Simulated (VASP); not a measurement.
# AlN (P1) in VASP: single point with r2SCAN

Aim: the single point of AlN with r2SCAN.

All numbers are computed with VASP 6.6.1; they aren't measurements. Logs are shortened: lines on timing, memory, paths and dates and some standing lists are left out, and cuts for length are marked.

## 1. The cell of the first run

The typed cell holds 4 atoms: a = 3.111 Å, b = 3.111 Å, c = 4.978 Å, α = 90.00°, β = 90.00°, γ = 120.00°.

## 2. Single point, r2SCAN (atom 3 (N) moved by (-0.600, +0.300) A along x and y)

File POSCAR:

```
AlN
1.0
    3.1110021516      0.0000000000      0.0000000000
   -1.5555010758      2.6942068945      0.0000000000
    0.0000000000      0.0000000000      4.9780000000
Al N
2 2
Direct
    0.3333333333      0.6666666667      0.0000000000
    0.6666666667      0.3333333333      0.5000000000
    0.1961444474      0.7780166898      0.3850000000
    0.6666666667      0.3333333333      0.8850000000
```

File INCAR.step1:

```
PREC     = Accurate       # precision mode
ENCUT    = 520            # plane-wave cutoff, eV
ISMEAR   = 0              # smearing method
SIGMA    = 0.05           # smearing width, eV
LREAL    = False          # projectors in reciprocal space
LASPH    = True           # aspherical terms in the spheres
NELM     = 60             # most SCF steps
NBANDS   = 16             # bands
GGA      = PE             # functional
ALGO     = Normal         # electronic algorithm
EDIFF    = 1E-4           # SCF threshold, eV
LWAVE    = True           # write WAVECAR
LCHARG   = False          # write CHGCAR
```

File INCAR.step2:

```
PREC     = Accurate       # precision mode
ENCUT    = 520            # plane-wave cutoff, eV
EDIFF    = 1E-6           # SCF threshold, eV
ISMEAR   = 0              # smearing method
SIGMA    = 0.05           # smearing width, eV
LREAL    = False          # projectors in reciprocal space
LASPH    = True           # aspherical terms in the spheres
NELM     = 60             # most SCF steps
ALGO     = Normal         # electronic algorithm
ISIF     = 2              # what is computed and relaxed
LWAVE    = False          # write WAVECAR
LCHARG   = True           # write CHGCAR
METAGGA  = R2SCAN         # meta-GGA
LMIXTAU  = True         
LELF     = True           # ELF
LVHAR    = True         
NBANDS   = 16             # bands
ISTART   = 1
```

File KPOINTS:

```
Automatic mesh
0
Gamma
  12 12 6
```

Potentials or basis: VASP PAW PBE potentials, release 64 (Al, N).

Run with:

```
$ cat potpaw_PBE.64/Al/POTCAR potpaw_PBE.64/N/POTCAR > POTCAR
$ cp INCAR.step1 INCAR
$ mpirun -np 1 vasp_std > vasp.out
$ cp INCAR.step2 INCAR
$ mpirun -np 1 vasp_std > vasp.out
```

OUTCAR:

```text
PREC = Accurate
   ENCUT = 520
   EDIFF = 1E-6
   ISMEAR = 0
   LREAL = False
   LASPH = True
   NELM = 60
   ISIF = 2
   METAGGA = R2SCAN
   ISTART = 1

 ion  position               nearest neighbor table
   1  0.333  0.667  0.000-   4 1.89   4 1.89   4 1.89   3 2.03   2 3.07   2 3.07   2 3.07   2 3.07
                             2 3.07   2 3.07
   2  0.667  0.333  0.500-   3 1.64   3 1.71   4 1.92   3 2.53   1 3.07   1 3.07   1 3.07   1 3.07
                             1 3.07   1 3.07
   3  0.196  0.778  0.385-   2 1.64   2 1.71   1 2.03   2 2.53
   4  0.667  0.333  0.885-   1 1.89   1 1.89   1 1.89   2 1.92

  LATTYP: Found a hexagonal cell.
 ALAT       =     3.1110021516
 C/A-ratio  =     1.6001274694

  Lattice vectors:

 A1 = (   3.1110021516,   0.0000000000,   0.0000000000)
 A2 = (  -1.5555010758,   2.6942068945,   0.0000000000)
 A3 = (   0.0000000000,   0.0000000000,   4.9780000000)

Analysis of symmetry for initial positions (statically):
=====================================================================
 Subroutine PRICEL returns:
 Original cell was already a primitive cell.

 Routine SETGRP: Setting up the symmetry group for a
 hexagonal supercell.

 Subroutine GETGRP returns: Found  1 space group operations
 (whereof  1 operations were pure point group operations)
 out of a pool of 24 trial point group operations.

The static configuration has the point symmetry C_1 .

Analysis of symmetry for dynamics (positions and initial velocities):
=====================================================================
 Subroutine PRICEL returns:
 Original cell was already a primitive cell.

 Routine SETGRP: Setting up the symmetry group for a
 hexagonal supercell.

 Subroutine GETGRP returns: Found  1 space group operations
 (whereof  1 operations were pure point group operations)
 out of a pool of 24 trial point group operations.

The dynamic configuration has the point symmetry C_1 .

 Subroutine INISYM returns: Found  1 space group operations
 (whereof  1 operations are pure point group operations),
 and found     1 'primitive' translations

----------------------------------------------------------------------------------------

                                     Primitive cell

  volume of cell :      41.7240

  direct lattice vectors                    reciprocal lattice vectors
     3.111002152  0.000000000  0.000000000     0.321439829  0.185583372  0.000000000
    -1.555501076  2.694206895  0.000000000     0.000000000  0.371166744  0.000000000
     0.000000000  0.000000000  4.978000000     0.000000000  0.000000000  0.200883889

  length of vectors
     3.111002152  3.111002152  4.978000000     0.371166744  0.371166744  0.200883889

  position of ions in fractional coordinates (direct lattice)
     0.333333333  0.666666667  0.000000000
     0.666666667  0.333333333  0.500000000
     0.196144447  0.778016690  0.385000000
     0.666666667  0.333333333  0.885000000

  ion indices of the primitive-cell ions
   primitive index   ion index
                 1           1
                 2           2
                 3           3
                 4           4

----------------------------------------------------------------------------------------

 KPOINTS: Automatic mesh

Automatic generation of k-mesh.
 Grid dimensions read from file:
 generate k-points for:   12   12    6

 Generating k-lattice:

  Cartesian coordinates                     Fractional coordinates (reciprocal lattice)
     0.026786652  0.015465281  0.000000000     0.083333333  0.000000000  0.000000000
     0.000000000  0.030930562  0.000000000     0.000000000  0.083333333  0.000000000
     0.000000000  0.000000000  0.033480648     0.000000000  0.000000000  0.166666667

  Length of vectors
     0.030930562  0.030930562  0.033480648

  Shift w.r.t. Gamma in fractional coordinates (k-lattice)
     0.000000000  0.000000000  0.000000000

 Subroutine IBZKPT returns following result:
 ===========================================

 Found    436 irreducible k-points:

 Following reciprocal coordinates:
            Coordinates               Weight
  0.000000  0.000000  0.000000      1.000000
  0.083333  0.000000  0.000000      2.000000
  0.000000  0.083333  0.000000      2.000000
 -0.083333  0.083333  0.000000      2.000000
  0.166667 -0.000000  0.000000      2.000000
  0.000000  0.166667  0.000000      2.000000
[... 16 lines left out ...]
  0.166667  0.083333  0.000000      2.000000
 -0.083333  0.250000  0.000000      2.000000
 [... further k-points ...]
   k-points           NKPTS =    436   k-points in BZ     NKDIM =    436   number of bands    NBANDS=     16
   number of dos      NEDOS =    301   number of ions     NIONS =      4
   total plane-waves  NPLWV =  23040
   dimension x,y,z NGX =    24 NGY =   24 NGZ =   40
   dimension x,y,z NGXF=    48 NGYF=   48 NGZF=   80
   ions per type =               2   2
   NGX,Y,Z   is equivalent  to a cutoff of  12.83, 12.83, 13.36 a.u.
   NGXF,Y,Z  is equivalent  to a cutoff of  25.65, 25.65, 26.72 a.u.
 SYSTEM =  unknown system
   PREC   = accura    normal or accurate (medium, high low for compatibility)
   ISTART =      1    job   : 0-new  1-cont  2-samecut
   ICHARG =      0    charge: 1-file 2-atom 10-const
   ISPIN  =      1    spin polarized calculation?
   LNONCOLLINEAR =      F non collinear calculations
   LSORBIT =      F    spin-orbit coupling
   LASPH  =      T    aspherical Exc in radial PAW
   ENCUT  =  520.0 eV  38.22 Ry    6.18 a.u.   5.78  5.78  9.26*2*pi/ulx,y,z
   NELM   =     60;   NELMIN=  2; NELMDL=  0     # of ELM steps
   EDIFF  = 0.1E-05   stopping-criterion for ELM
   LREAL  =      F    real-space projection
   EDIFFG = 0.1E-04   stopping-criterion for IOM
   NSW    =      0    number of steps for IOM
   IBRION =     -1    ionic relax: 0-MD 1-quasi-New 2-CG
   NFREE  =      0    steps in history (QN), initial steepest desc. (CG)
   ISIF   =      2    stress and relaxation
   ISYM   =      2    0-nonsym 1-usesym 2-fastsym
   POTIM  = 0.5000    time-step for ionic-motion
   TEBEG  =    0.0;   TEEND  =   0.0 temperature during run
   PSTRESS=    0.0 pullay stress
   NELECT =      16.0000    total number of electrons
   NUPDOWN=      -1.0000    fix difference up-down
   EMIN   =  10.00;   EMAX   =-10.00  energy-range for DOS
   EFERMI =   0.00;   METHOD = LEGACY
   ISMEAR =     0;   SIGMA  =   0.05  broadening in eV -4-tet -1-fermi 0-gaus
   EFERMI_NEDOS =   21; number of points for ismear=-14 and -15
   IALGO  =     38    algorithm
   IMIX   =      4    mixing-type and parameters
     AMIX     =   0.40;   BMIX     =  1.00
     AMIX_MAG =   1.60;   BMIX_MAG =  1.00
  volume/ion in A,a.u.               =      10.43        70.39
  Fermi-wavevector in a.u.,A,eV,Ry     =   1.189377  2.247596 19.247033  1.414617
  Thomas-Fermi vector in A             =   2.325485
   LORBIT       =      0    0 simple, 1 ext, 2 COOP (PROOUT), +10 PAW based schemes
   METAGGA = R2SCAN    functional components
   LHFCALC =     F    Hartree Fock is set to
   AEXX    =    0.0000 exact exchange contribution
   IVDW    =     0    specifies the selected vdW correction
   LEPSILON=     F    determine dielectric tensor
   LRPA    =     F    only Hartree local field effects (RPA)
 non-spin polarized calculation
 Gauss-broadening in eV      SIGMA  =   0.05
  energy-cutoff  :      520.00
  volume of cell :       41.72
 maximum number of plane-waves:      1152
   NGX = 11   NGY = 11   NGZ = 19

 number of electron      16.0000000 magnetization

 Free energy of the ion-electron system (eV)
  ---------------------------------------------------
  ext. energy  EPLUGINS =         0.00000000
  ---------------------------------------------------
  free energy    TOTEN  =       -36.59536496 eV

  energy without entropy =      -36.59536496  energy(sigma->0) =      -36.59536496

 E-fermi :   7.0310     XC(G=0): -11.4035

 val. band max:        6.8120787626   @ k =   0.0000   0.0000   0.0000
 cond. band min:       9.9526242443   @ k =   0.5000   0.5000   0.0000
 fundamental gap:      3.1405454817
 Fermi energy:         7.0310216399

 k-point     1 :       0.0000    0.0000    0.0000
  band No.  band energies     occupation
      1     -10.0796      2.00000
      2      -7.9572      2.00000
      3      -0.1055      2.00000
      4       4.1028      2.00000
      5       5.1940      2.00000
      6       5.5810      2.00000
[... 8 lines left out ...]
     15      20.4015      0.00000
     16      21.0531      0.00000

 k-point     2 :       0.0833    0.0000    0.0000
  band No.  band energies     occupation
      1      -9.9887      2.00000
      2      -7.9083      2.00000
      3       0.0051      2.00000
      4       3.8465      2.00000
      5       4.9560      2.00000
      6       5.3270      2.00000
[... 8 lines left out ...]
     15      19.9146      0.00000
     16      20.6943      0.00000

 k-point     3 :       0.0000    0.0833    0.0000
  band No.  band energies     occupation
      1      -9.9890      2.00000
      2      -7.9081      2.00000
      3       0.0047      2.00000
      4       3.8507      2.00000
      5       4.9547      2.00000
      6       5.3365      2.00000
[... 8 lines left out ...]
     15      19.9074      0.00000
     16      20.6822      0.00000

 k-point     4 :      -0.0833    0.0833    0.0000
  band No.  band energies     occupation
      1      -9.9956      2.00000
      2      -7.9009      2.00000
      3      -0.0058      2.00000
      4       4.0287      2.00000
      5       4.6896      2.00000
      6       5.5227      2.00000
[... 8 lines left out ...]
     15      20.3796      0.00000
     16      20.4344      0.00000
[... 324 lines left out ...]
 k-point    22 :      -0.1667    0.0833    0.0000
  band No.  band energies     occupation
      1      -9.8247      2.00000
      2      -7.8023      2.00000
      3       0.2012      2.00000
      4       3.6513      2.00000
      5       4.0581      2.00000
      6       5.2694      2.00000
[... 8 lines left out ...]
     15      19.5253      0.00000
     16      20.7455      0.00000

 k-point    23 :       0.1667    0.0833    0.0000
  band No.  band energies     occupation
      1      -9.4582      2.00000
      2      -7.6815      2.00000
      3       0.6724      2.00000
      4       2.5566      2.00000
      5       3.5771      2.00000
      6       4.6537      2.00000
[... 8 lines left out ...]
     15      19.3790      0.00000
     16      20.0580      0.00000

 k-point    24 :      -0.0833    0.2500    0.0000
  band No.  band energies     occupation
      1      -9.4946      2.00000
      2      -7.6397      2.00000
      3       0.6122      2.00000
      4       2.8267      2.00000
      5       3.2449      2.00000
      6       4.8427      2.00000
[... 8 lines left out ...]
     15      20.6688      0.00000
     16      21.3798      0.00000

 [... further k-points ...]

------------------------ aborting loop because EDIFF is reached ----------------------------------------

  FORCE on cell =-STRESS in cart. coord.  units (eV):
  Direction    XX          YY          ZZ          XY          YZ          ZX
  --------------------------------------------------------------------------------------
  -------------------------------------------------------------------------------------
  Total        1.5980074      7.6860471      0.9329915      6.0775613     -1.3753377     -0.0473582
  in kB       61.3625253    295.1395937     35.8263142    233.3747060    -52.8121409     -1.8185251
  external PRESSURE =     130.7761444 kB  Pullay stress =       0.0000000 kB

 VOLUME and BASIS-vectors are now :
 -----------------------------------------------------------------------------
  energy-cutoff  :      520.00
  volume of cell :       41.72
      direct lattice vectors                 reciprocal lattice vectors
     3.111002152  0.000000000  0.000000000     0.321439829  0.185583372  0.000000000
    -1.555501076  2.694206895  0.000000000     0.000000000  0.371166744  0.000000000
     0.000000000  0.000000000  4.978000000     0.000000000  0.000000000  0.200883889

 POSITION                                       TOTAL-FORCE (eV/Angst)
 -----------------------------------------------------------------------------------
     -0.00000      1.79614      0.00000        -1.007650      0.514338      0.693321
      1.55550      0.89807      2.48900        -2.701558     -1.141839      3.258043
     -0.60000      2.09614      1.91653         3.857610      0.638271     -3.621104
      1.55550      0.89807      4.40553        -0.148402     -0.010770     -0.330261
 -----------------------------------------------------------------------------------
    total drift:                                0.000331      0.000015     -0.002744

  FREE ENERGIE OF THE ION-ELECTRON SYSTEM (eV)
  ---------------------------------------------------
  free  energy   TOTEN  =       -36.5953649633 eV

  energy  without entropy=      -36.5953649633  energy(sigma->0) =      -36.59536496
```

It took 18 min on 1 thread of Oxide Virtual Turin-like, shared host; peak memory 0.32 GiB.

What came out:

```yaml
Free_energy: -36.5954 eV
Pressure: 13.1 GPa
Largest_force: 5.329 eV/Å
Band_gap_on_the_k_mesh: 3.14 eV, indirect (least direct gap 3.21 eV)
```

Forces on the atoms (eV/Å):
```
Al  -1.008  0.514  0.693
Al  -2.702 -1.142  3.258
N    3.858  0.638 -3.621
N   -0.148 -0.011 -0.330
```

Caveat: the cell differs from its parent crystal (atom 3 (N) moved by (-0.600, +0.300) A along x and y); the PAW data sets were made with another functional, which shifts forces and pressure a little.
